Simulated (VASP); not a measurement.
# N (a cell with a defect) in VASP: a series of runs

N (a cell with a defect) is run at these levels: PBE+D3(BJ); tasks: single point.

Program: VASP 6.6.1. These are calculated values, not measurements. Logs are shortened: lines on timing, memory, paths and dates and some standing lists are left out, and cuts for length are marked.

**1. The cell of the first run**

The cell holds a defect, 15 atoms: a = 7.971 Å, b = 7.971 Å, c = 7.971 Å, α = 60.00°, β = 60.00°, γ = 60.00°.

**2. Single point, PBE+D3(BJ) (atoms taken out, then relaxed in part)**

Contents of INCAR:

```
PREC = Accurate ; ENCUT = 520
EDIFF = 1E-7 ; ISMEAR = 0
SIGMA = 0.05 ; LREAL = Auto
LASPH = True ; NELM = 60
ALGO = Normal ; ISIF = 2
LWAVE = False ; LCHARG = False
GGA = PE ; IVDW = 12
NBANDS = 50
```

Contents of KPOINTS:

```
Automatic mesh
0
Gamma
  4 4 4
```

Contents of POSCAR:

```
N
1.0
   -5.6360689873      5.6360689873      0.0000000000
    0.0000000000      5.6360689873     -5.6360689873
   -5.6360689873      0.0000000000     -5.6360689873
N
15
Direct
    0.0271208671      0.0271208671      0.9186373987
    0.0262310513      0.9167223165      0.5307532083
    0.5264191811      0.4157634224      0.0148244042
    0.9167223165      0.5262934239      0.5307532083
    0.4157634224      0.0429929923      0.0148244042
    0.5262934239      0.0262310513      0.5307532083
    0.0429929923      0.5264191811      0.0148244042
    0.9707039381      0.9707039381      0.0878881856
    0.4850938204      0.4850938204      0.5447185388
    0.4709439582      0.5807818413      0.9908580258
    0.9678538374      0.0860074182      0.4746909894
    0.5807818413      0.9574161746      0.9908580258
    0.0860074182      0.4714477550      0.4746909894
    0.9574161746      0.4709439582      0.9908580258
    0.4714477550      0.9678538374      0.4746909894
```

Potentials or basis: VASP PAW PBE potentials, release 64 (N).

Launch:

```console
cat potpaw_PBE.64/N/POTCAR > POTCAR
mpirun -np 1 vasp_std > vasp.out
```

OUTCAR:

```text
PREC = Accurate
   ENCUT = 520
   EDIFF = 1E-7
   ISMEAR = 0
   LREAL = Auto
   LASPH = True
   NELM = 60
   ISIF = 2
   GGA = PE
   IVDW = 12
 IVDW          = 12

 ion  position               nearest neighbor table
   1  0.027  0.027  0.919-   8 1.10
   2  0.026  0.917  0.531-  11 1.10
   3  0.526  0.416  0.015-  10 1.10
   4  0.917  0.526  0.531-  13 1.10
   5  0.416  0.043  0.015-  12 1.10
   6  0.526  0.026  0.531-  15 1.10
   7  0.043  0.526  0.015-  14 1.10
   8  0.971  0.971  0.088-   1 1.10
   9  0.485  0.485  0.545-
  10  0.471  0.581  0.991-   3 1.10
  11  0.968  0.086  0.475-   2 1.10
  12  0.581  0.957  0.991-   5 1.10
  13  0.086  0.471  0.475-   4 1.10
  14  0.957  0.471  0.991-   7 1.10
  15  0.471  0.968  0.475-   6 1.10

  LATTYP: Found a face centered cubic cell.
 ALAT       =    11.2721379746

  Lattice vectors:

 A1 = (  -5.6360689873,   5.6360689873,   0.0000000000)
 A2 = (   0.0000000000,   5.6360689873,  -5.6360689873)
 A3 = (  -5.6360689873,   0.0000000000,  -5.6360689873)

Analysis of symmetry for initial positions (statically):
=====================================================================
 Subroutine PRICEL returns:
 Original cell was already a primitive cell.

 Routine SETGRP: Setting up the symmetry group for a
 face centered cubic supercell.

 Subroutine GETGRP returns: Found  3 space group operations
 (whereof  3 operations were pure point group operations)
 out of a pool of 48 trial point group operations.

The static configuration has the point symmetry C_3 .

Analysis of symmetry for dynamics (positions and initial velocities):
=====================================================================
 Subroutine PRICEL returns:
 Original cell was already a primitive cell.

 Routine SETGRP: Setting up the symmetry group for a
 face centered cubic supercell.

 Subroutine GETGRP returns: Found  3 space group operations
 (whereof  3 operations were pure point group operations)
 out of a pool of 48 trial point group operations.

The dynamic configuration has the point symmetry C_3 .
[... 121 lines left out ...]
   ISYM   =      2    0-nonsym 1-usesym 2-fastsym
   POTIM  = 0.5000    time-step for ionic-motion
   TEBEG  =    0.0;   TEEND  =   0.0 temperature during run
   PSTRESS=    0.0 pullay stress
   NELECT =      75.0000    total number of electrons
   NUPDOWN=      -1.0000    fix difference up-down
   EMIN   =  10.00;   EMAX   =-10.00  energy-range for DOS
   EFERMI =   0.00;   METHOD = LEGACY
   ISMEAR =     0;   SIGMA  =   0.05  broadening in eV -4-tet -1-fermi 0-gaus
   EFERMI_NEDOS =   21; number of points for ismear=-14 and -15
   IALGO  =     38    algorithm
   IMIX   =      4    mixing-type and parameters
     AMIX     =   0.40;   BMIX     =  1.00
     AMIX_MAG =   1.60;   BMIX_MAG =  1.00
  volume/ion in A,a.u.               =      23.87       161.09
  Fermi-wavevector in a.u.,A,eV,Ry     =   0.972245  1.837276 12.861042  0.945260
  Thomas-Fermi vector in A             =   2.102528
   LORBIT       =      0    0 simple, 1 ext, 2 COOP (PROOUT), +10 PAW based schemes
   GGA     = PE    functional components
   LHFCALC =     F    Hartree Fock is set to
   AEXX    =    0.0000 exact exchange contribution
   IVDW    =    12    specifies the selected vdW correction
   LEPSILON=     F    determine dielectric tensor
   LRPA    =     F    only Hartree local field effects (RPA)
 non-spin polarized calculation
 Gauss-broadening in eV      SIGMA  =   0.05
  energy-cutoff  :      520.00
  volume of cell :      358.06
 maximum number of plane-waves:      9684
   NGX = 29   NGY = 29   NGZ = 29

 number of electron      75.0000002 magnetization

 Free energy of the ion-electron system (eV)
  ---------------------------------------------------
  ext. energy  EPLUGINS =         0.00000000
  ---------------------------------------------------
  free energy    TOTEN  =      -116.70620639 eV

  energy without entropy =     -116.62219682  energy(sigma->0) =     -116.66420161

 E-fermi :  -3.6536     XC(G=0):  -6.2889

 val. band max:       -3.6542468929   @ k =   0.0000   0.0000   0.2500
 cond. band min:      -3.6534498488   @ k =   0.5000   0.5000   0.0000
 fundamental gap:      0.0007970442
 Fermi energy:        -3.6536328208

 k-point     1 :       0.0000    0.0000    0.0000
  band No.  band energies     occupation
      1     -25.0820      2.00000
      2     -25.0467      2.00000
      3     -25.0463      2.00000
      4     -25.0463      2.00000
      5     -25.0360      2.00000
      6     -25.0230      2.00000
[... 717 lines left out ...]
     48       1.3756      0.00000
     49       1.4353      0.00000
 [bands above 49 left out]

------------------------ aborting loop because EDIFF is reached ----------------------------------------

 Edisp (eV)   -0.77553

 E8    (eV) :    -0.1842

  FORCE on cell =-STRESS in cart. coord.  units (eV):
  Direction    XX          YY          ZZ          XY          YZ          ZX
  --------------------------------------------------------------------------------------
  -------------------------------------------------------------------------------------
  Total       3.85302     3.85302     3.85302    -0.92168    -0.92168    -0.92168
  in kB      17.24063    17.24063    17.24063    -4.12411    -4.12411    -4.12411
  external pressure =       17.24 kB  Pullay stress =        0.00 kB

 VOLUME and BASIS-vectors are now :
 -----------------------------------------------------------------------------
  energy-cutoff  :      520.00
  volume of cell :      358.06
      direct lattice vectors                 reciprocal lattice vectors
    -5.636068987  5.636068987  0.000000000    -0.088714315  0.088714315  0.088714315
     0.000000000  5.636068987 -5.636068987     0.088714315  0.088714315 -0.088714315
    -5.636068987  0.000000000 -5.636068987    -0.088714315 -0.088714315 -0.088714315

 POSITION                                       TOTAL-FORCE (eV/Angst)
 -----------------------------------------------------------------------------------
     -5.33036      0.30571     -5.33036         1.011917      1.011917      1.011917
     -3.13920      5.31455     -8.15807        -1.019046     -0.989707      1.006437
     -3.05049      5.31021     -2.42682        -0.704118     -0.967665      1.250058
     -8.15807      8.13294     -5.95759         1.006437     -1.019046     -0.989707
     -2.42682      2.58558     -0.32586         1.250058     -0.704118     -0.967665
     -5.95759      3.11407     -3.13920        -0.989707      1.006437     -1.019046
     -0.32586      3.20925     -3.05049        -0.967665      1.250058     -0.704118
     -5.96630     10.94191     -5.96630        -1.011915     -1.011915     -1.011915
     -5.80409      5.46804     -5.80409         0.002381      0.002381      0.002381
     -8.23882      5.92760     -8.85787         0.701481      0.973720     -1.252325
     -8.13028      5.93963     -3.16013         1.018315      0.988173     -1.007707
     -8.85787      8.66939    -10.98061        -1.252325      0.701481      0.973720
     -3.16013      3.14186     -5.33250        -1.007707      1.018315      0.988173
    -10.98061      8.05034     -8.23882         0.973720     -1.252325      0.701481
     -5.33250      8.11200     -8.13028         0.988173     -1.007707      1.018315
 -----------------------------------------------------------------------------------
    total drift:                               -0.001100     -0.001095     -0.001095

  FREE ENERGIE OF THE ION-ELECTRON SYSTEM (eV)
  ---------------------------------------------------
  free  energy   TOTEN  =      -117.4817398049 eV

  energy  without entropy=     -117.3977302384  energy(sigma->0) =     -117.43973502
```

Wall time 13 min (1 thread of Intel Xeon Platinum 8259CL at 2.50GHz (Skylake/Cascade Lake), shared host); peak memory 0.55 GiB.

Results:

```yaml
Free_energy: -117.4817 eV
Pressure: 1.7 GPa
Largest_force: 1.753 eV/Å
Band_gap_on_the_k_mesh: zero (an odd number of electrons rules out a gap without spin polarisation)
Dispersion_energy_per_atom: -0.052 eV
```

Forces on the atoms (eV/Å):
```
N    1.012  1.012  1.012
N   -1.019 -0.990  1.006
N   -0.704 -0.968  1.250
N    1.006 -1.019 -0.990
N    1.250 -0.704 -0.968
N   -0.990  1.006 -1.019
N   -0.968  1.250 -0.704
N   -1.012 -1.012 -1.012
N    0.002  0.002  0.002
N    0.701  0.974 -1.252
N    1.018  0.988 -1.008
N   -1.252  0.701  0.974
N   -1.008  1.018  0.988
N    0.974 -1.252  0.701
N    0.988 -1.008  1.018
```

Levels at points of the mesh, in eV from the Fermi level:
```tsv
k point	band 33	band 34	band 35	band 36	band 37	band 38	band 39	band 40	band 41	band 42
(0.00, 0.00, 0.00)	-3.25	-3.17	-3.07	-3.07	0.00	0.00	0.01	4.29	4.43	4.43
(0.50, 0.00, 0.00)	-3.16	-3.15	-3.12	-3.11	0.00	0.00	0.01	4.54	4.66	4.71
(0.00, 0.00, 0.50)	-3.15	-3.14	-3.12	-3.12	-0.01	0.00	0.00	4.47	4.62	4.70
(0.50, 0.50, 0.00)	-3.21	-3.20	-3.10	-3.05	-0.01	0.00	0.01	4.58	4.66	4.84
```

Caveat: the cell differs from its parent crystal (atoms taken out, then relaxed in part); the standard files for N, O and F lose accuracy on very short bonds; an odd number of electrons without spin polarisation forces a metal; a magnetic or distorted state may lie lower.

**3. Single point, PBE+D3(BJ) (atoms taken out, then relaxed in part)**

Contents of INCAR:

```
PREC = Accurate
ENCUT = 520
EDIFF = 1E-6
ISMEAR = 0
SIGMA = 0.05
LREAL = Auto
LASPH = T
NELM = 60
ALGO = Normal
ISIF = 2
LWAVE = F
LCHARG = F
GGA = PE
IVDW = 12
NBANDS = 50
```

KPOINTS is that of step 2.

Contents of POSCAR:

```
N
1.0
   -5.6360689873      5.6360689873      0.0000000000
    0.0000000000      5.6360689873     -5.6360689873
   -5.6360689873      0.0000000000     -5.6360689873
N
15
Direct
    0.0250208893      0.0297502937      0.9153010082
    0.0250208893      0.9153010082      0.5299278088
    0.5045593972      0.4196424012      0.0462533976
    0.9633788897      0.5122070368      0.5122070368
    0.4118989094      0.0293670302      0.0293670302
    0.5045593972      0.0462533976      0.5295448039
    0.0250208893      0.5299278088      0.0297502937
    0.9678095156      0.9752880532      0.0845984188
    0.4889261459      0.4725871072      0.5825899336
    0.4889261459      0.5825899336      0.9558968132
    0.9678095156      0.0845984188      0.4723040124
    0.5811503501      0.9729498833      0.9729498833
    0.5045593972      0.5295448039      0.4196424012
    0.9678095156      0.4723040124      0.9752880532
    0.4889261459      0.9558968132      0.4725871072
```

Potentials or basis: VASP PAW PBE potentials, release 64 (N).

Launch:

```console
cat potpaw_PBE.64/N/POTCAR > POTCAR
mpirun -np 1 vasp_std > vasp.out
```

It took 13 min on 1 thread of Intel Xeon Platinum 8259CL at 2.50GHz (Skylake/Cascade Lake), shared host; peak memory 0.55 GiB.

The run converged. Its results:

```
Free energy                : -117.4825 eV
Pressure                   : 1.7 GPa
Largest force              : 1.752 eV/Å
Band gap on the k mesh     : zero (an odd number of electrons rules out a gap without spin polarisation)
Dispersion energy per atom : -0.052 eV
```

Forces in eV/Å, atoms in the order of the input:
```
N    0.991  0.987  1.016
N   -1.016 -0.991  0.987
N   -0.941 -1.309  0.644
N   -0.002  0.002  0.002
N    1.012 -1.012 -1.012
N   -0.644  0.941 -1.309
N   -0.987  1.016 -0.991
N   -0.990 -0.987 -1.016
N   -1.309 -0.645 -0.941
N    0.941  1.309 -0.645
N    1.016  0.990 -0.987
N   -1.011  1.011  1.011
N    1.309  0.644  0.941
N    0.987 -1.016  0.990
N    0.645 -0.941  1.309
```

Stress tensor (GPa, compression positive):
```
 1.72  0.42  0.42
 0.42  1.72 -0.42
 0.42 -0.42  1.72
```

Levels at points of the mesh, in eV from the Fermi level:
| k point | band 33 | band 34 | band 35 | band 36 | band 37 | band 38 | band 39 | band 40 | band 41 | band 42 |
| --- | --- | --- | --- | --- | --- | --- | --- | --- | --- | --- |
| (0.00, 0.00, 0.00) | -3.24 | -3.16 | -3.06 | -3.06 | 0.00 | 0.00 | 0.01 | 4.29 | 4.44 | 4.44 |
| (0.50, 0.00, 0.00) | -3.13 | -3.13 | -3.12 | -3.12 | -0.01 | 0.00 | 0.00 | 4.47 | 4.59 | 4.71 |
| (0.00, 0.50, 0.00) | -3.15 | -3.15 | -3.11 | -3.09 | 0.00 | 0.00 | 0.01 | 4.55 | 4.67 | 4.72 |
| (0.50, 0.50, 0.00) | -3.19 | -3.19 | -3.09 | -3.04 | -0.01 | 0.00 | 0.00 | 4.59 | 4.67 | 4.84 |

Caveat: the cell differs from its parent crystal (atoms taken out, then relaxed in part); the standard files for N, O and F lose accuracy on very short bonds; an odd number of electrons without spin polarisation forces a metal; a magnetic or distorted state may lie lower.

(Continued in part 2 of 2.)
